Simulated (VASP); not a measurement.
# Pd4CO in VASP: notebook

Runs on Pd4CO. Level: LDA. Tasks: single point.

Everything below comes from runs of VASP 6.6.1. Logs are shortened: lines on timing, memory, paths and dates and some standing lists are left out, and cuts for length are marked.

### Step 1. The cell of the first run

The cell holds a slab with vacuum, 6 atoms: a = 2.715 Å, b = 2.715 Å, c = 25.908 Å, α = 90.00°, β = 90.00°, γ = 90.00°.

### Step 2. Single point, LDA

INCAR

```
SYSTEM = Pd4CO
PREC     = Accurate       ! precision mode
ENCUT    = 520            ! plane-wave cutoff, eV
EDIFF    = 1E-6           ! SCF threshold, eV
ISMEAR   = 0              ! smearing method
SIGMA    = 0.1            ! smearing width, eV
LREAL    = .FALSE.        ! projectors in reciprocal space
LASPH    = .TRUE.         ! aspherical terms in the spheres
NELM     = 120            ! most SCF steps
ALGO     = Normal         ! electronic algorithm
ISIF     = 2              ! what is computed and relaxed
LWAVE    = .FALSE.        ! write WAVECAR
LCHARG   = .FALSE.        ! write CHGCAR
LDIPOL   = .TRUE.       
IDIPOL   = 3            
DIPOL    = 0.5 0.5 0.509
NBANDS   = 50             ! bands
GGA_COMPAT= .FALSE.      
NELMDL   = -8
```

KPOINTS

```
regular mesh
0
G
  11 11 1
  0 0 0
```

POSCAR

```
Pd4CO
1.0
    2.7145474439      0.0000000000      0.0000000000
    0.0000000000      2.7145474439      0.0000000000
    0.0000000000      0.0000000000     25.9084247163
Pd C O
4 1 1
Direct
    0.5000000000      0.5000000000      0.3280786113
    0.0000000000      0.0000000000      0.4021655126
    0.5000000000      0.5000000000      0.4768851937
    0.0000000000      0.0000000000      0.5542473974
    0.0000000000      0.0000000000      0.6252013627
    0.0000000000      0.0000000000      0.6692677126
```

Potentials or basis: VASP PAW LDA potentials, release 64 (Pd_sv_GW, C, O).

On the command line:

```
cat potpaw_LDA.64/Pd_sv_GW/POTCAR potpaw_LDA.64/C/POTCAR potpaw_LDA.64/O/POTCAR > POTCAR
mpirun -np 1 vasp_std > vasp.out
```

OUTCAR:

```text
SYSTEM = Pd4CO
   PREC = Accurate
   ENCUT = 520
   EDIFF = 1E-6
   ISMEAR = 0
   LREAL = .FALSE.
   LASPH = .TRUE.
   NELM = 120
   ISIF = 2
   NELMDL = -8

 ion  position               nearest neighbor table
   1  0.500  0.500  0.328-
   2  0.000  0.000  0.402-
   3  0.500  0.500  0.477-
   4  0.000  0.000  0.554-   5 1.84
   5  0.000  0.000  0.625-   6 1.14   4 1.84
   6  0.000  0.000  0.669-   5 1.14

  LATTYP: Found a simple tetragonal cell.
 ALAT       =     2.7145474439
 C/A-ratio  =     9.5442887817

  Lattice vectors:

 A1 = (   2.7145474439,   0.0000000000,   0.0000000000)
 A2 = (   0.0000000000,   2.7145474439,   0.0000000000)
 A3 = (   0.0000000000,   0.0000000000,  25.9084247163)

Analysis of symmetry for initial positions (statically):
=====================================================================
 Subroutine PRICEL returns:
 Original cell was already a primitive cell.

 Routine SETGRP: Setting up the symmetry group for a
 simple tetragonal supercell.

 Subroutine GETGRP returns: Found  8 space group operations
 (whereof  8 operations were pure point group operations)
 out of a pool of 16 trial point group operations.

The static configuration has the point symmetry C_4v.

Analysis of symmetry for dynamics (positions and initial velocities):
=====================================================================
 Subroutine PRICEL returns:
 Original cell was already a primitive cell.

 Routine SETGRP: Setting up the symmetry group for a
 simple tetragonal supercell.

 Subroutine GETGRP returns: Found  8 space group operations
 (whereof  8 operations were pure point group operations)
 out of a pool of 16 trial point group operations.

The dynamic configuration has the point symmetry C_4v.

 Subroutine INISYM returns: Found  8 space group operations
 (whereof  8 operations are pure point group operations),
 and found     1 'primitive' translations

----------------------------------------------------------------------------------------

                                     Primitive cell

  volume of cell :     190.9132

  direct lattice vectors                    reciprocal lattice vectors
     2.714547444  0.000000000  0.000000000     0.368385530  0.000000000  0.000000000
     0.000000000  2.714547444  0.000000000     0.000000000  0.368385530  0.000000000
     0.000000000  0.000000000 25.908424716     0.000000000  0.000000000  0.038597484

  length of vectors
     2.714547444  2.714547444 25.908424716     0.368385530  0.368385530  0.038597484

  position of ions in fractional coordinates (direct lattice)
     0.500000000  0.500000000  0.328078611
     0.000000000  0.000000000  0.402165513
     0.500000000  0.500000000  0.476885194
     0.000000000  0.000000000  0.554247397
     0.000000000  0.000000000  0.625201363
     0.000000000  0.000000000  0.669267713

  ion indices of the primitive-cell ions
   primitive index   ion index
                 1           1
                 2           2
                 3           3
                 4           4
                 5           5
                 6           6

----------------------------------------------------------------------------------------

 KPOINTS: regular mesh

Automatic generation of k-mesh.
 Grid dimensions read from file:
 generate k-points for:   11   11    1

 Generating k-lattice:

  Cartesian coordinates                     Fractional coordinates (reciprocal lattice)
     0.033489594  0.000000000  0.000000000     0.090909091  0.000000000  0.000000000
     0.000000000  0.033489594  0.000000000     0.000000000  0.090909091  0.000000000
     0.000000000  0.000000000  0.038597484     0.000000000  0.000000000  1.000000000

  Length of vectors
     0.033489594  0.033489594  0.038597484

  Shift w.r.t. Gamma in fractional coordinates (k-lattice)
     0.000000000  0.000000000  0.000000000

 Subroutine IBZKPT returns following result:
 ===========================================

 Found     21 irreducible k-points:

 Following reciprocal coordinates:
            Coordinates               Weight
  0.000000  0.000000  0.000000      1.000000
  0.090909  0.000000  0.000000      4.000000
  0.181818  0.000000  0.000000      4.000000
  0.272727  0.000000  0.000000      4.000000
  0.363636  0.000000  0.000000      4.000000
  0.454545  0.000000  0.000000      4.000000
[... 13 lines left out ...]
  0.454545  0.363636  0.000000      8.000000
  0.454545  0.454545  0.000000      4.000000
   k-points           NKPTS =     21   k-points in BZ     NKDIM =     21   number of bands    NBANDS=     50
   number of dos      NEDOS =    301   number of ions     NIONS =      6
   total plane-waves  NPLWV =  78400
   dimension x,y,z NGX =    20 NGY =   20 NGZ =  196
   dimension x,y,z NGXF=    40 NGYF=   40 NGZF=  392
   ions per type =               4   1   1
   NGX,Y,Z   is equivalent  to a cutoff of  12.25, 12.25, 12.58 a.u.
   NGXF,Y,Z  is equivalent  to a cutoff of  24.50, 24.50, 25.15 a.u.
 SYSTEM =  Pd4CO
   PREC   = accura    normal or accurate (medium, high low for compatibility)
   ISTART =      0    job   : 0-new  1-cont  2-samecut
   ICHARG =      2    charge: 1-file 2-atom 10-const
   ISPIN  =      1    spin polarized calculation?
   LNONCOLLINEAR =      F non collinear calculations
   LSORBIT =      F    spin-orbit coupling
   LASPH  =      T    aspherical Exc in radial PAW
   ENCUT  =  520.0 eV  38.22 Ry    6.18 a.u.   5.05  5.05 48.17*2*pi/ulx,y,z
   NELM   =    120;   NELMIN=  2; NELMDL= -8     # of ELM steps
   EDIFF  = 0.1E-05   stopping-criterion for ELM
   LREAL  =      F    real-space projection
   EDIFFG = 0.1E-04   stopping-criterion for IOM
   NSW    =      0    number of steps for IOM
   IBRION =     -1    ionic relax: 0-MD 1-quasi-New 2-CG
   NFREE  =      0    steps in history (QN), initial steepest desc. (CG)
   ISIF   =      2    stress and relaxation
   ISYM   =      2    0-nonsym 1-usesym 2-fastsym
   POTIM  = 0.5000    time-step for ionic-motion
   TEBEG  =    0.0;   TEEND  =   0.0 temperature during run
   PSTRESS=    0.0 pullay stress
   NELECT =      82.0000    total number of electrons
   NUPDOWN=      -1.0000    fix difference up-down
   EMIN   =  10.00;   EMAX   =-10.00  energy-range for DOS
   EFERMI =   0.00;   METHOD = LEGACY
   ISMEAR =     0;   SIGMA  =   0.10  broadening in eV -4-tet -1-fermi 0-gaus
   EFERMI_NEDOS =   21; number of points for ismear=-14 and -15
   IALGO  =     38    algorithm
   IMIX   =      4    mixing-type and parameters
     AMIX     =   0.40;   BMIX     =  1.00
     AMIX_MAG =   1.60;   BMIX_MAG =  1.00
  volume/ion in A,a.u.               =      31.82       214.72
  Fermi-wavevector in a.u.,A,eV,Ry     =   1.235191  2.334173 20.758369  1.525697
  Thomas-Fermi vector in A             =   2.369851
   LORBIT       =      0    0 simple, 1 ext, 2 COOP (PROOUT), +10 PAW based schemes
   GGA     = CA    functional components
   LHFCALC =     F    Hartree Fock is set to
   AEXX    =    0.0000 exact exchange contribution
   IVDW    =     0    specifies the selected vdW correction
   LEPSILON=     F    determine dielectric tensor
   LRPA    =     F    only Hartree local field effects (RPA)
 non-spin polarized calculation
 Gauss-broadening in eV      SIGMA  =   0.10
  energy-cutoff  :      520.00
  volume of cell :      190.91
 maximum number of plane-waves:      5187
   NGX = 11   NGY = 11   NGZ = 97

 dipolmoment           0.000000      0.000000     -0.002617 electrons x Angstroem

 number of electron      81.9999974 magnetization

 dipolmoment           0.000000      0.000000      0.026064 electrons x Angstroem

 Free energy of the ion-electron system (eV)
  ---------------------------------------------------
  ext. energy  EPLUGINS =         0.00000000
  ---------------------------------------------------
  free energy    TOTEN  =       -35.39783477 eV

  energy without entropy =      -35.36348182  energy(sigma->0) =      -35.38065829

 E-fermi :  -0.5477     XC(G=0):  -5.9608

 val. band max:       -0.5595241623   @ k =   0.0909   0.0909   0.0000
 cond. band min:      -0.5452664471   @ k =   0.0000   0.0000   0.0000
 fundamental gap:      0.0142577153
 Fermi energy:        -0.5476588623

 k-point     1 :       0.0000    0.0000    0.0000
  band No.  band energies     occupation
      1     -85.1189      2.00000
      2     -84.2556      2.00000
      3     -84.2000      2.00000
      4     -83.7814      2.00000
      5     -51.5676      2.00000
      6     -50.7597      2.00000
[... 42 lines left out ...]
     49       5.1611      0.00000
     50       5.9175      0.00000

 k-point     2 :       0.0909    0.0000    0.0000
  band No.  band energies     occupation
      1     -85.1172      2.00000
      2     -84.2531      2.00000
      3     -84.1988      2.00000
      4     -83.7797      2.00000
      5     -51.5655      2.00000
      6     -50.7807      2.00000
[... 42 lines left out ...]
     49       5.3591      0.00000
     50       6.1115      0.00000

 k-point     3 :       0.1818    0.0000    0.0000
  band No.  band energies     occupation
      1     -85.1124      2.00000
      2     -84.2464      2.00000
      3     -84.1956      2.00000
      4     -83.7751      2.00000
      5     -51.5599      2.00000
      6     -50.8368      2.00000
[... 42 lines left out ...]
     49       5.9042      0.00000
     50       6.6486      0.00000

 k-point     4 :       0.2727    0.0000    0.0000
  band No.  band energies     occupation
      1     -85.1062      2.00000
      2     -84.2374      2.00000
      3     -84.1916      2.00000
      4     -83.7690      2.00000
      5     -51.5529      2.00000
      6     -50.9086      2.00000
[... 840 lines left out ...]
 k-point    20 :       0.4545    0.3636    0.0000
  band No.  band energies     occupation
      1     -85.0791      2.00000
      2     -84.2048      2.00000
      3     -84.1678      2.00000
      4     -83.7414      2.00000
      5     -51.5191      2.00000
      6     -50.9880      2.00000
[... 42 lines left out ...]
     49       7.5387      0.00000
     50       8.8221      0.00000

 k-point    21 :       0.4545    0.4545    0.0000
  band No.  band energies     occupation
      1     -85.0758      2.00000
      2     -84.2013      2.00000
      3     -84.1644      2.00000
      4     -83.7379      2.00000
      5     -51.5147      2.00000
      6     -50.9839      2.00000
[... 42 lines left out ...]
     49       8.2075      0.00000
     50       9.3759      0.00000

------------------------ aborting loop because EDIFF is reached ----------------------------------------

 vacuum level on the upper side and lower side of the slab       (xc-potential included)         0.098        -0.509

  FORCE on cell =-STRESS in cart. coord.  units (eV):
  Direction    XX          YY          ZZ          XY          YZ          ZX
  --------------------------------------------------------------------------------------
  -------------------------------------------------------------------------------------
  Total       -2.2881679     -2.2881679     -0.2305424      0.0000000      0.0000000      0.0000000
  in kB      -19.2027133    -19.2027133     -1.9347526      0.0000000      0.0000000      0.0000000
  external PRESSURE =     -13.4467264 kB  Pullay stress =       0.0000000 kB

 VOLUME and BASIS-vectors are now :
 -----------------------------------------------------------------------------
  energy-cutoff  :      520.00
  volume of cell :      190.91
      direct lattice vectors                 reciprocal lattice vectors
     2.714547444  0.000000000  0.000000000     0.368385530  0.000000000  0.000000000
     0.000000000  2.714547444  0.000000000     0.000000000  0.368385530  0.000000000
     0.000000000  0.000000000 25.908424716     0.000000000  0.000000000  0.038597484

 POSITION                                       TOTAL-FORCE (eV/Angst)
 -----------------------------------------------------------------------------------
      1.35727      1.35727      8.50000         0.000000     -0.000000      0.146349
      0.00000      0.00000     10.41947         0.000000      0.000000     -0.178186
      1.35727      1.35727     12.35534         0.000000      0.000000      0.002466
      0.00000      0.00000     14.35968        -0.000000      0.000000     -0.004441
      0.00000      0.00000     16.19798         0.000000      0.000000     -0.995050
      0.00000      0.00000     17.33967        -0.000000      0.000000      1.028861
 -----------------------------------------------------------------------------------
    total drift:                                0.000000      0.000000      0.003253

  FREE ENERGIE OF THE ION-ELECTRON SYSTEM (eV)
  ---------------------------------------------------
  free  energy   TOTEN  =       -35.3978347712 eV

  energy  without entropy=      -35.3634818157  energy(sigma->0) =      -35.38065829

 vacuum level on the upper side and lower side of the slab         5.427         4.798
```

Wall time 17 min (1 thread of AMD EPYC 7R43 (Zen 3), shared host); peak memory 0.3 GiB.

Results:

```
Free energy            : -35.3978 eV
Largest force          : 1.029 eV/Å
Band gap on the k mesh : zero (bands 41 and 42 overlap by 1.16 eV)
```

Forces on the atoms (eV/Å):
```
Pd   0.000  0.000  0.146
Pd   0.000  0.000 -0.178
Pd   0.000  0.000  0.002
Pd   0.000  0.000 -0.004
C    0.000  0.000 -0.995
O    0.000  0.000  1.029
```

### Step 3. Single point, LDA

INCAR

```
PREC     = Accurate       # precision mode
ENCUT    = 520            # plane-wave cutoff, eV
EDIFF    = 1E-6           # SCF threshold, eV
ISMEAR   = 0              # smearing method
SIGMA    = 0.1            # smearing width, eV
LREAL    = False          # projectors in reciprocal space
LASPH    = True           # aspherical terms in the spheres
NELM     = 120            # most SCF steps
ALGO     = Normal         # electronic algorithm
ISIF     = 2              # what is computed and relaxed
LWAVE    = False          # write WAVECAR
LCHARG   = False          # write CHGCAR
LDIPOL   = True         
IDIPOL   = 3            
DIPOL    = 0.5 0.5 0.501
GGA      = CA             # functional
NBANDS   = 50             # bands
GGA_COMPAT= False        
NELMDL   = -8
```

KPOINTS

```
regular mesh
0
Gamma
  11 11 1
```

POSCAR

```
Pd4CO
1.0
    2.7145474439      0.0000000000      0.0000000000
    0.0000000000      2.7145474439      0.0000000000
    0.0000000000      0.0000000000     25.9084247163
Pd C O
4 1 1
Direct
    0.5000000000      0.5000000000      0.3280786113
    0.0000000000      0.0000000000      0.4021655126
    0.5000000000      0.5000000000      0.4763926044
    0.0000000000      0.0000000000      0.5560039777
    0.5000000000      0.5000000000      0.5990707371
    0.5000000000      0.5000000000      0.6439895579
```

Potentials or basis: VASP PAW LDA potentials, release 64 (Pd_sv_GW, C, O).

On the command line:

```
cat potpaw_LDA.64/Pd_sv_GW/POTCAR potpaw_LDA.64/C/POTCAR potpaw_LDA.64/O/POTCAR > POTCAR
mpirun -np 1 vasp_std > vasp.out
```

It took 7.1 min on 1 thread of AMD EPYC 9R45 (Zen 5), shared host; peak memory 0.32 GiB.

Results (log left out):

```
Free energy            : -35.5137 eV
Largest force          : 0.883 eV/Å
Band gap on the k mesh : zero (bands 41 and 42 overlap by 0.85 eV)
```

Forces in eV/Å, atoms in the order of the input:
```
Pd   0.000  0.000  0.150
Pd   0.000  0.000 -0.187
Pd   0.000  0.000  0.006
Pd   0.000  0.000  0.000
C    0.000  0.000 -0.852
O    0.000  0.000  0.883
```

Levels at points of the mesh, in eV from the Fermi level:
```tsv
k point	band 38	band 39	band 40	band 41	band 42	band 43	band 44	band 45
(0.00, 0.00, 0.00)	-1.09	-0.95	-0.46	-0.40	0.02	0.02	0.02	2.08
```
